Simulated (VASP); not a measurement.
Here is a VASP 6.6.1 calculation.

Contents of INCAR:

```
PREC     = Accurate       # precision mode
ENCUT    = 600            # plane-wave cutoff, eV
EDIFF    = 1E-6           # SCF threshold, eV
ISMEAR   = 0              # smearing method
SIGMA    = 0.05           # smearing width, eV
LREAL    = F              # projectors in reciprocal space
LASPH    = T              # aspherical terms in the spheres
NELM     = 120            # most SCF steps
ALGO     = Normal         # electronic algorithm
ISIF     = 2              # what is computed and relaxed
LWAVE    = F              # write WAVECAR
LCHARG   = F              # write CHGCAR
GGA      = PS             # functional
NBANDS   = 9              # bands
GGA_COMPAT= F
```

KPOINTS

```
regular mesh
0
Gamma
  8 8 5
```

The input POSCAR:

```
Mg
1.0
    3.1722081785      0.0000000000      0.0000000000
   -1.5861040893      2.7472128687      0.0000000000
    0.0000000000      0.0000000000      5.1740595971
Mg
2
Direct
    0.3333333333      0.6666666667      0.2500000000
    0.6666666667      0.3333333333      0.7500000000
```

Potentials or basis: VASP PAW PBE potentials, release 64 (Mg).

Run with:

```sh
$ cat potpaw_PBE.64/Mg/POTCAR > POTCAR
$ mpirun -np 1 vasp_std > vasp.out
```

(1) What does it give for the pressure?

(2) What does it give for the band gap on the k mesh?

Answers

(1) 0.0 GPa.

(2) zero (band 2 reaches 3.70 eV, above the bottom of band 3 at 1.41 eV).

Caveat: the PAW data sets were made with another functional, which shifts forces and pressure a little.
